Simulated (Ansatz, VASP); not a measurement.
**BaTe in VASP and in Ansatz**

The input POSCAR:

```
BaTe
1.0
    4.8488408938      0.0000000000      0.0000000000
   -2.4244204469      4.1992193930      0.0000000000
    0.0000000000      0.0000000000      8.6001762635
Ba Te
2 2
Direct
    0.3333333333      0.6666666667      0.2500000000
    0.6666666667      0.3333333333      0.7500000000
    0.0000000000      0.0000000000      0.0000000000
    0.0000000000      0.0000000000      0.5000000000
```

The input INCAR.step1:

```
  ALGO = Normal
  EDIFF = 1E-4
  ENCUT = 520
  GGA = PE
  ISMEAR = 0
  LASPH = T
  LCHARG = F
  LREAL = F
  LWAVE = T
  NBANDS = 24
  NELM = 80
  PREC = Accurate
  SIGMA = 0.05
```

The input INCAR.step2:

```
  ALGO = Normal
  EDIFF = 1E-6
  ENCUT = 520
  ISIF = 2
  ISMEAR = 0
  ISTART = 1
  LASPH = T
  LCHARG = F
  LMIXTAU = T
  LREAL = F
  LWAVE = F
  METAGGA = R2SCAN
  NBANDS = 24
  NELM = 80
  PREC = Accurate
  SIGMA = 0.05
```

KPOINTS

```
k-points
0
Gamma
  8 8 6
```

Input for Ansatz:

```yaml
crystal:
  lattice:
    - [4.8488408938, 0.0, 0.0]
    - [-2.4244204469, 4.199219393, 0.0]
    - [0.0, 0.0, 8.6001762635]
  atoms:
    - { symbol: Ba, position: [0.3333333333, 0.6666666667, 0.25] }
    - { symbol: Ba, position: [0.6666666667, 0.3333333333, 0.75] }
    - { symbol: Te, position: [0.0, 0.0, 0.0] }
    - { symbol: Te, position: [0.0, 0.0, 0.5] }
basis:
  ecutwfc: 500
  ecutrho_ratio: 4
kpoints:
  mp_grid: { grid: [8, 8, 6] }
hamiltonian:
  xc: r2scan
scf:
  occupations: { method: gaussian, width: 0.05 }
output:
  forces: true
  stress: true
  eigenvalues: true
  populations: true
  write_density: true
  write_potential: true
  elf: true
  volumetric_format: npy
```

Alike in both runs: task single point; functional r2SCAN; k mesh 8 × 8 × 6; occupations gaussian, width 0.05 eV; no spin polarisation.

|  | VASP | Ansatz |
| --- | --- | --- |
| version | VASP 6.6.1 | Ansatz 0.2.0 |
| potentials or method | VASP PAW PBE potentials, release 64 (Ba_sv, Te), cutoff 520 eV | scalar-relativistic, plane waves, PAW |
| valence electrons in the cell | 32 | 52 |

|  | VASP | Ansatz | Ansatz less VASP |
| --- | --- | --- | --- |
| gap on the k mesh at the Fermi level (eV) | 1.59 | 1.65 | +0.055 |
| least direct gap on the mesh (eV) | 1.91 | 1.96 | +0.044 |
| pressure (GPa) | 0.4 | 0.0 | -0.33 |
| traceless stress, the component that is largest in VASP (GPa) | 0.15 | 0.13 | -0.025 |

VASP's potentials were made for PBE, not for r2SCAN. VASP's potentials hold 32 valence electrons a cell and Ansatz's 52, so a difference there can come from the potentials and not from the codes.

Neither program's run includes spin-orbit coupling.
